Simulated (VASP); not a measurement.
# Br (Fd-3m) in VASP: a series of runs

Br is run at these levels: PBE; tasks: relaxation of cell and atoms.

Program: VASP 6.6.1. These are calculated values, not measurements. Logs are shortened: lines on timing, memory, paths and dates and some standing lists are left out, and cuts for length are marked.

**1. The cell of the first run**

Symmetry: Fd-3m, No. 227, cubic system. The conventional cell has a = 6.480 Å, b = 6.480 Å, c = 6.480 Å, α = 90.00°, β = 90.00°, γ = 90.00°. Br (site symmetry -43m) has 4 Br at 2.81 Å within 3.7 Å.

**2. Relaxation of cell and atoms, PBE**

File INCAR:

```
ALGO = Normal ; EDIFF = 1E-7
EDIFFG = -0.02 ; ENCUT = 500
GGA = PE ; GGA_COMPAT = F
IBRION = 2 ; ISIF = 3
ISMEAR = -1 ; LASPH = T
LCHARG = F ; LREAL = F
LWAVE = F ; NELM = 120
NELMIN = 4 ; NSW = 60
PREC = Accurate ; SIGMA = 0.02
```

File KPOINTS:

```
k-points
0
Gamma
  11 11 11
```

File POSCAR:

```
Br
1.0
    0.0000000000      3.2400000000      3.2400000000
    3.2400000000      0.0000000000      3.2400000000
    3.2400000000      3.2400000000      0.0000000000
Br
2
Direct
    1.0000000000      1.0000000000      1.0000000000
    0.2500000000      0.2500000000      0.2500000000
```

Potentials or basis: VASP PAW PBE potentials, release 64 (Br).

Launch:

```console
cat potpaw_PBE.64/Br/POTCAR > POTCAR
mpirun -np 1 vasp_std > vasp.out
```

OUTCAR:

```text
EDIFF = 1E-7
   EDIFFG = -0.02
   ENCUT = 500
   GGA = PE
   IBRION = 2
   ISIF = 3
   ISMEAR = -1
   LASPH = T
   LREAL = F
   NELM = 120
   NELMIN = 4
   NSW = 60
   PREC = Accurate

 ion  position               nearest neighbor table
   1  0.000  0.000  0.000-
   2  0.250  0.250  0.250-

  LATTYP: Found a face centered cubic cell.
 ALAT       =     6.4800000000

  Lattice vectors:

 A1 = (   0.0000000000,   3.2400000000,   3.2400000000)
 A2 = (   3.2400000000,   0.0000000000,   3.2400000000)
 A3 = (   3.2400000000,   3.2400000000,   0.0000000000)

Analysis of symmetry for initial positions (statically):
=====================================================================
 Subroutine PRICEL returns:
 Original cell was already a primitive cell.

 Routine SETGRP: Setting up the symmetry group for a
 face centered cubic supercell.

 Subroutine GETGRP returns: Found 48 space group operations
 (whereof 24 operations were pure point group operations)
 out of a pool of 48 trial point group operations.

The static configuration has the point symmetry T_d .
 The point group associated with its full space group is O_h .

Analysis of symmetry for dynamics (positions and initial velocities):
=====================================================================
 Subroutine PRICEL returns:
 Original cell was already a primitive cell.

 Routine SETGRP: Setting up the symmetry group for a
 face centered cubic supercell.

 Subroutine GETGRP returns: Found 48 space group operations
 (whereof 24 operations were pure point group operations)
 out of a pool of 48 trial point group operations.

The dynamic configuration has the point symmetry T_d .
 The point group associated with its full space group is O_h .

 Subroutine INISYM returns: Found 48 space group operations
 (whereof 24 operations are pure point group operations),
 and found     1 'primitive' translations

----------------------------------------------------------------------------------------

                                     Primitive cell

  volume of cell :      68.0244

  direct lattice vectors                    reciprocal lattice vectors
     0.000000000  3.240000000  3.240000000    -0.154320988  0.154320988  0.154320988
     3.240000000  0.000000000  3.240000000     0.154320988 -0.154320988  0.154320988
     3.240000000  3.240000000  0.000000000     0.154320988  0.154320988 -0.154320988

  length of vectors
     4.582051942  4.582051942  4.582051942     0.267291791  0.267291791  0.267291791

  position of ions in fractional coordinates (direct lattice)
     0.000000000  0.000000000  0.000000000
     0.250000000  0.250000000  0.250000000

  ion indices of the primitive-cell ions
   primitive index   ion index
[... 66 lines left out ...]
   ISTART =      0    job   : 0-new  1-cont  2-samecut
   ICHARG =      2    charge: 1-file 2-atom 10-const
   ISPIN  =      1    spin polarized calculation?
   LNONCOLLINEAR =      F non collinear calculations
   LSORBIT =      F    spin-orbit coupling
   LASPH  =      T    aspherical Exc in radial PAW
   ENCUT  =  500.0 eV  36.75 Ry    6.06 a.u.   8.35  8.35  8.35*2*pi/ulx,y,z
   NELM   =    120;   NELMIN=  4; NELMDL= -5     # of ELM steps
   EDIFF  = 0.1E-06   stopping-criterion for ELM
   LREAL  =      F    real-space projection
   EDIFFG = -.2E-01   stopping-criterion for IOM
   NSW    =     60    number of steps for IOM
   IBRION =      2    ionic relax: 0-MD 1-quasi-New 2-CG
   NFREE  =      1    steps in history (QN), initial steepest desc. (CG)
   ISIF   =      3    stress and relaxation
   ISYM   =      2    0-nonsym 1-usesym 2-fastsym
   POTIM  = 0.5000    time-step for ionic-motion
   TEBEG  =    0.0;   TEEND  =   0.0 temperature during run
   PSTRESS=    0.0 pullay stress
   NELECT =      14.0000    total number of electrons
   NUPDOWN=      -1.0000    fix difference up-down
   EMIN   =  10.00;   EMAX   =-10.00  energy-range for DOS
   EFERMI =   0.00;   METHOD = LEGACY
   ISMEAR =    -1;   SIGMA  =   0.02  broadening in eV -4-tet -1-fermi 0-gaus
   EFERMI_NEDOS =   21; number of points for ismear=-14 and -15
   IALGO  =     38    algorithm
   IMIX   =      4    mixing-type and parameters
     AMIX     =   0.40;   BMIX     =  1.00
     AMIX_MAG =   1.60;   BMIX_MAG =  1.00
  volume/ion in A,a.u.               =      34.01       229.53
  Fermi-wavevector in a.u.,A,eV,Ry     =   0.966561  1.826535 12.711103  0.934240
  Thomas-Fermi vector in A             =   2.096373
   LORBIT       =      0    0 simple, 1 ext, 2 COOP (PROOUT), +10 PAW based schemes
   GGA     = PE    functional components
   LHFCALC =     F    Hartree Fock is set to
   AEXX    =    0.0000 exact exchange contribution
   IVDW    =     0    specifies the selected vdW correction
   LEPSILON=     F    determine dielectric tensor
   LRPA    =     F    only Hartree local field effects (RPA)
 conjugate gradient relaxation of ions
 non-spin polarized calculation
  energy-cutoff  :      500.00
  volume of cell :       68.02
 maximum number of plane-waves:      1759
 NGX is ok and might be reduce to    36
   NGX = 17   NGY = 17   NGZ = 17

--------------------------------------- Ionic step        1  -------------------------------------------

 number of electron      14.0000002 magnetization

 Free energy of the ion-electron system (eV)
  ---------------------------------------------------
  ext. energy  EPLUGINS =         0.00000000
  ---------------------------------------------------
  free energy    TOTEN  =        -1.73067888 eV

  energy without entropy =       -1.72608261  energy(sigma->0) =       -1.72838074

 E-fermi :   0.6760     XC(G=0):  -7.6992

 val. band max:        0.6748649284   @ k =  -0.2727   0.3636   0.0909
 cond. band min:       0.6980677087   @ k =   0.3636   0.2727   0.0000
 fundamental gap:      0.0232027803
 Fermi energy:         0.6759901840

 k-point     1 :       0.0000    0.0000    0.0000
  band No.  band energies     occupation
      1     -15.7108      2.00000
      2     -12.4123      2.00000
      3      -3.0314      2.00000
      4      -3.0314      2.00000
      5      -3.0314      2.00000
      6      -0.6656      2.00000
      7      -0.6656      2.00000
      8      -0.6656      2.00000
      9       5.5760      0.00000
     10       9.2307      0.00000
     11       9.2307      0.00000
[... 429 lines left out ...]
--------------------------------------- Ionic step        4  -------------------------------------------

 number of electron      13.9999998 magnetization

 Free energy of the ion-electron system (eV)
  ---------------------------------------------------
  ext. energy  EPLUGINS =         0.00000000
  ---------------------------------------------------
  free energy    TOTEN  =        -2.00607782 eV

  energy without entropy =       -1.99934298  energy(sigma->0) =       -2.00271040

 E-fermi :  -1.2855     XC(G=0):  -6.7960

 val. band max:       -1.2914738978   @ k =  -0.2727   0.1818   0.0000
 cond. band min:      -1.2791633445   @ k =  -0.2727   0.3636   0.0909
 fundamental gap:      0.0123105532
 Fermi energy:        -1.2854937922

 k-point     1 :       0.0000    0.0000    0.0000
  band No.  band energies     occupation
      1     -16.3249      2.00000
      2     -14.3437      2.00000
      3      -3.9726      2.00000
      4      -3.9726      2.00000
      5      -3.9726      2.00000
      6      -2.1495      2.00000
      7      -2.1495      2.00000
      8      -2.1495      2.00000
      9       3.9412      0.00000
     10       7.8251      0.00000
     11       7.8251      0.00000
[... 351 lines left out ...]
  FREE ENERGIE OF THE ION-ELECTRON SYSTEM (eV)
  ---------------------------------------------------
  free  energy   TOTEN  =        -2.0060778239 eV

  energy  without entropy=       -1.9993429811  energy(sigma->0) =       -2.00271040

 reached required accuracy - stopping structural energy minimisation
```

CONTCAR:

```text
Br
   1.00000000000000
     0.0000000000000000    3.4971226275944760    3.4971226275944760
     3.4971226275944760   -0.0000000000000000    3.4971226275944760
     3.4971226275944760    3.4971226275944760   -0.0000000000000000
  Br
     2
Direct
     0.0000000000000000    0.0000000000000000    0.0000000000000000
     0.2500000000000000    0.2500000000000000    0.2500000000000000

  0.00000000E+00  0.00000000E+00  0.00000000E+00
  0.00000000E+00  0.00000000E+00  0.00000000E+00
```

Run time: 69 s. Hardware: 1 thread of AMD EPYC 9R45 (Zen 5), shared host; peak memory 0.19 GiB.

What came out:

```yaml
Free_energy: -2.0061 eV
Relaxed_volume: 42.77 Å³/atom
Relaxed_cell: a = 4.946 Å, b = 4.946 Å, c = 4.946 Å, α = 60.00°, β = 60.00°, γ = 60.00°
Space_group_after_relaxing_to_0.1_Å: Fd-3m (No. 227)
Energy_gained_by_relaxing: 137.7 meV/atom
Ionic_steps: 4
Pressure_after_relaxing: 0.0 GPa
Band_gap_on_the_k_mesh: zero (bands 7 and 8 overlap by 1.19 eV)
```

Step by step:
```tsv
step	energy change (eV)	largest force (eV/Å)	pressure (GPa)	volume (Å³)
1	0.0000	0.0000	6.28	68.02
2	-0.2679	0.0000	0.73	82.02
3	-0.2749	0.0000	-0.17	86.42
4	-0.2754	0.0000	-0.01	85.54
```

Final structure:
```yaml
crystal:
  lattice:
    - [0.00000, 3.49712, 3.49712]
    - [3.49712, 0.00000, 3.49712]
    - [3.49712, 3.49712, 0.00000]
  atoms:
    - { symbol: Br, position: [0.00000, 0.00000, 0.00000] }
    - { symbol: Br, position: [0.25000, 0.25000, 0.25000] }
```

Caveat: the volume moved by over 15 % at a fixed basis, so the end points are rough.

**3. Relaxation of cell and atoms, PBE, target pressure 15 GPa, at which the enthalpy is minimised**

File INCAR:

```
SYSTEM = Br
PREC     = Accurate       ! precision mode
ENCUT    = 500            ! plane-wave cutoff, eV
EDIFF    = 1E-7           ! SCF threshold, eV
ISMEAR   = -1             ! smearing method
SIGMA    = 0.02           ! smearing width, eV
LREAL    = .FALSE.        ! projectors in reciprocal space
LASPH    = .TRUE.         ! aspherical terms in the spheres
NELM     = 120            ! most SCF steps
ALGO     = Normal         ! electronic algorithm
ISIF     = 3              ! what is computed and relaxed
LWAVE    = .FALSE.        ! write WAVECAR
LCHARG   = .FALSE.        ! write CHGCAR
GGA      = PE             ! functional
IBRION   = 2              ! ionic algorithm
NSW      = 60             ! ionic steps
EDIFFG   = -0.02          ! ionic threshold
PSTRESS  = 150.0        
GGA_COMPAT= .FALSE.      
NELMIN   = 4
```

File KPOINTS:

```
Automatic mesh
0
G
  11 11 11
  0 0 0
```

POSCAR is that of step 2.

Potentials or basis: VASP PAW PBE potentials, release 64 (Br).

Launch:

```console
cat potpaw_PBE.64/Br/POTCAR > POTCAR
mpirun -np 1 vasp_std > vasp.out
```

Wall time 69 s (1 thread of AMD EPYC 9R45 (Zen 5), shared host); peak memory 0.19 GiB.

It converged, with:

| Item | Value |
| --- | --- |
| Free energy | -1.1046 eV |
| Relaxed volume | 29.07 Å³/atom |
| Relaxed cell | a = 4.348 Å, b = 4.348 Å, c = 4.348 Å, α = 60.00°, β = 60.00°, γ = 60.00° |
| Space group after relaxing (to 0.1 Å) | Fd-3m (No. 227) |
| Energy change on relaxing (the run minimises the enthalpy) | +313.0 meV/atom |
| Ionic steps | 4 |
| Pressure after relaxing | 15.0 GPa |
| Band gap on the k mesh | zero (bands 7 and 8 overlap by 2.51 eV) |

Step by step:
| step | energy change (eV) | largest force (eV/Å) | pressure (GPa) | volume (Å³) |
| --- | --- | --- | --- | --- |
| 1 | 0.0000 | 0.0000 | 6.28 | 68.02 |
| 2 | 1.4719 | 0.0000 | 25.97 | 51.38 |
| 3 | 0.6089 | 0.0000 | 14.82 | 58.33 |
| 4 | 0.6260 | 0.0000 | 15.05 | 58.14 |

Final structure:
```
Br
1.0
     0.00000    3.07485    3.07485
     3.07485    0.00000    3.07485
     3.07485    3.07485    0.00000
Br
2
Direct
  0.00000 0.00000 0.00000
  0.25000 0.25000 0.25000
```

Levels at points of the mesh, in eV from the Fermi level:
| k point | band 5 | band 6 | band 7 | band 8 | band 9 | band 10 |
| --- | --- | --- | --- | --- | --- | --- |
| (0.00, 0.00, 0.00) | -4.55 | -1.78 | -1.78 | -1.78 | 4.61 | 8.07 |

Caveat: the cell is relaxed towards a set pressure, so the run minimises the enthalpy, not the energy.

**4. Relaxation of cell and atoms, PBE, target pressure 30 GPa, at which the enthalpy is minimised**

File INCAR:

```
SYSTEM = Br
PREC = Accurate
ENCUT = 500
EDIFF = 1E-7
ISMEAR = -1
SIGMA = 0.02
LREAL = .FALSE.
LASPH = .TRUE.
NELM = 120
ALGO = Normal
ISIF = 3
LWAVE = .FALSE.
LCHARG = .FALSE.
GGA = PE
IBRION = 2
NSW = 60
EDIFFG = -0.02
PSTRESS = 300.0
GGA_COMPAT = .FALSE.
NELMIN = 4
```

KPOINTS is that of step 3.

POSCAR is that of step 3.

Launch:

```console
cat potpaw_PBE.64/Br/POTCAR > POTCAR
mpirun -np 1 vasp_std > vasp.out
```

Wall time 92 s (1 thread of AMD EPYC 9R45 (Zen 5), shared host); peak memory 0.2 GiB.

Results (log left out):

| Property | Result |
| --- | --- |
| Free energy | 0.0574 eV |
| Relaxed volume | 24.79 Å³/atom |
| Relaxed cell | a = 4.123 Å, b = 4.123 Å, c = 4.123 Å, α = 60.00°, β = 60.00°, γ = 60.00° |
| Space group after relaxing (to 0.1 Å) | Fd-3m (No. 227) |
| Energy change on relaxing (the run minimises the enthalpy) | +894.1 meV/atom |
| Ionic steps | 5 |
| Pressure after relaxing | 30.0 GPa |
| Band gap on the k mesh | zero (bands 7 and 8 overlap by 3.32 eV) |

Step by step:
| step | energy change (eV) | largest force (eV/Å) | pressure (GPa) | volume (Å³) |
| --- | --- | --- | --- | --- |
| 1 | 0.0000 | 0.0000 | 6.28 | 68.02 |
| 2 | 11.2745 | 0.0000 | 161.90 | 29.52 |
| 3 | 1.3858 | 0.0000 | 24.88 | 51.93 |
| 4 | 1.6669 | 0.0000 | 28.47 | 50.24 |
| 5 | 1.7881 | 0.0000 | 30.01 | 49.57 |

Final structure:
```
Br
1.0
     0.00000    2.91563    2.91563
     2.91563    0.00000    2.91563
     2.91563    2.91563    0.00000
Br
2
Direct
  0.00000 0.00000 0.00000
  0.25000 0.25000 0.25000
```

Levels at points of the mesh, in eV from the Fermi level:
| k point | band 3 | band 4 | band 5 | band 6 | band 7 | band 8 | band 9 | band 10 | band 11 |
| --- | --- | --- | --- | --- | --- | --- | --- | --- | --- |
| (0.00, 0.00, 0.00) | -5.52 | -5.52 | -5.52 | -2.33 | -2.33 | -2.33 | 4.28 | 7.51 | 7.51 |

Caveat: the cell is relaxed towards a set pressure, so the run minimises the enthalpy, not the energy; the volume moved by over 15 % at a fixed basis, so the end points are rough.

**5. Relaxation of cell and atoms, PBE, target pressure 45 GPa, at which the enthalpy is minimised**

File INCAR:

```
PREC = Accurate ; ENCUT = 500
EDIFF = 1E-7 ; ISMEAR = -1
SIGMA = 0.02 ; LREAL = False
LASPH = True ; NELM = 120
ALGO = Normal ; ISIF = 3
LWAVE = False ; LCHARG = False
GGA = PE ; IBRION = 2
NSW = 60 ; EDIFFG = -0.02
PSTRESS = 450.0 ; GGA_COMPAT = False
NELMIN = 4
```

File KPOINTS:

```
Automatic mesh
0
Gamma
  11 11 11
```

POSCAR is that of step 4.

Launch:

```console
cat potpaw_PBE.64/Br/POTCAR > POTCAR
mpirun -np 1 vasp_std > vasp.out
```

Run time: 3.5 min. Hardware: 1 thread of AMD EPYC 9R45 (Zen 5), shared host; peak memory 0.21 GiB.

Results (log left out):

* Free energy: 1.2412 eV
* Relaxed volume: 22.23 Å³/atom
* Relaxed cell: a = 3.976 Å, b = 3.976 Å, c = 3.976 Å, α = 60.00°, β = 60.00°, γ = 60.00°
* Space group after relaxing (to 0.1 Å): Fd-3m (No. 227)
* Energy change on relaxing (the run minimises the enthalpy): +1485.9 meV/atom
* Ionic steps: 16
* Pressure after relaxing: 45.1 GPa
* Band gap on the k mesh: zero (bands 7 and 8 overlap by 3.98 eV)

The path:
| step | energy change (eV) | largest force (eV/Å) | pressure (GPa) | volume (Å³) |
| --- | --- | --- | --- | --- |
| 1 | 0.0000 | 0.0000 | 6.28 | 68.02 |
| 2 | 52.5851 | 0.0000 | 1158.60 | 14.95 |
| 3 | 1.7465 | 0.0000 | 29.48 | 49.79 |
| 4 | 2.1795 | 0.0000 | 35.00 | 47.64 |
| 5 | 2.9876 | 0.0000 | 45.27 | 44.39 |
| 6 | 2.8741 | 0.0000 | 43.84 | 44.80 |
| 7 | 2.8790 | 0.0000 | 43.90 | 44.78 |
| 8 | 2.8939 | 0.0000 | 44.09 | 44.73 |
| 9 | 2.8941 | 0.0000 | 44.09 | 44.73 |
| 10 | 2.8947 | 0.0000 | 44.10 | 44.73 |
| 11 | 2.8959 | 0.0000 | 44.11 | 44.72 |
| 12 | 2.8983 | 0.0000 | 44.14 | 44.71 |
| 13 | 2.9032 | 0.0000 | 44.21 | 44.70 |
| 14 | 2.9130 | 0.0000 | 44.33 | 44.66 |
| 15 | 2.9325 | 0.0000 | 44.58 | 44.59 |
| 16 | 2.9719 | 0.0000 | 45.07 | 44.45 |

Final structure:
```
Br
1.0
     0.00000    2.81157    2.81157
     2.81157    0.00000    2.81157
     2.81157    2.81157    0.00000
Br
2
Direct
  0.00000 0.00000 0.00000
  0.25000 0.25000 0.25000
```

Levels at points of the mesh, in eV from the Fermi level:
```csv
k point,band 5,band 6,band 7,band 8,band 9,band 10
"(0.00, 0.00, 0.00)",-6.22,-2.73,-2.73,-2.73,4.06,7.13
```

Caveat: the cell is relaxed towards a set pressure, so the run minimises the enthalpy, not the energy; the volume moved by over 15 % at a fixed basis, so the end points are rough.

**6. Summary**

| cell | gap on the mesh (eV) | pressure (GPa) |
| --- | --- | --- |
| relaxed | none | 0.0 |
| relaxed to 15 GPa | none | 15.0 |
| relaxed to 30 GPa | none | 30.0 |
| relaxed to 45 GPa | none | 45.1 |

Alike in all rows: task relaxation of cell and atoms; level PBE; potentials or basis VASP PAW PBE potentials, release 64 (Br); no spin polarisation; k mesh 11 × 11 × 11; cutoff (eV) 500; smearing fermi-dirac 0.02 eV.

Caveats: the volume moved by over 15 % at a fixed basis, so the end points are rough (at least some runs); the cell is relaxed towards a set pressure, so the run minimises the enthalpy, not the energy (at least some runs).

Total energies depend on the potentials used, so only differences within one code and one set of settings carry meaning.

The gap in the log of VASP goes by the Fermi energy; the results here count the filled bands.